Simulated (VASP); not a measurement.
## Ta: single point with PBE

Crystal: Ta.

```
Ta
1.0
    -1.65493    1.65493    1.65493
     1.65493   -1.65493    1.65493
     1.65493    1.65493   -1.65493
Ta
1
Direct
  0.00000 0.00000 0.00000
```

```yaml
Program: VASP 6.6.1
Task: single point
Functional: PBE
Potentials_or_basis: VASP PAW PBE potentials, release 64 (Ta_pv)
Cutoff: 500 eV
k_mesh: 9 × 9 × 9
Occupations: fermi-dirac, width 0.1 eV
Spin: non-collinear spin, zero start, spin-orbit coupling
Starting_moments: "[[0, 0, 0]] μB"
Dipole_correction: no
Further_INCAR_settings: ALGO = Normal; EDIFF = 1e-06; NBANDS = 22
```

* Pressure: 1.9 GPa
* Net moment: 0.00 μB per cell
* Valence electrons inside the program's atomic spheres: Ta 8.93

Moments on the atoms (μB; x, y, z):
```
Ta  0.00 0.00 0.00
```

Run time: 18 s on 1 thread of AMD EPYC 9R45 96-Core Processor (Zen 5), with other jobs on the host, peak memory 0.17 GiB.
